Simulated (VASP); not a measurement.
# CuSn3: single point with PBEsol

CuSn3:

```
Sn Cu
1.0
    -2.26264    2.26264    4.77329
     2.26264   -2.26264    4.77329
     2.26264    2.26264   -4.77329
Sn Cu
3 1
Direct
  0.50000 0.50000 0.00000
  0.25000 0.75000 0.50000
  0.75000 0.25000 0.50000
  0.00000 0.00000 0.00000
```

```
Program             : VASP 6.6.1
Task                : single point
Functional          : PBEsol
Potentials or basis : VASP PAW PBE potentials, release 64 (Sn_d, Cu)
Cutoff              : 520 eV
k mesh              : 8 × 8 × 8
Occupations         : fermi-dirac, width 0.05 eV
Spin                : no spin polarisation
```

The pressure is -4.1 GPa.

Stress tensor (GPa, compression positive):
```
-4.17  0.00  0.00
 0.00 -4.17  0.00
 0.00  0.00 -3.97
```

Levels at points of the mesh, in eV from the Fermi level:
```csv
k point,band 24,band 25,band 26,band 27,band 28,band 29
"(0.00, 0.00, 0.00)",-1.98,-0.96,-0.96,-0.19,-0.19,0.43
"(0.50, 0.00, 0.00)",-1.93,-0.18,-0.15,-0.04,0.15,2.25
"(0.50, 0.50, 0.00)",-2.19,-2.06,-2.02,0.49,0.96,1.11
"(0.50, 0.50, 0.50)",-2.31,-2.00,-0.99,2.82,2.94,2.94
```

Run time: 12 min on 1 thread of AMD EPYC 7R13 Processor (Zen 3), with other jobs on the host, peak memory 0.39 GiB.

Caveat: the PAW data sets were made with another functional, which shifts forces and pressure a little; spin-orbit coupling is left out, which moves the levels of the heavy elements.
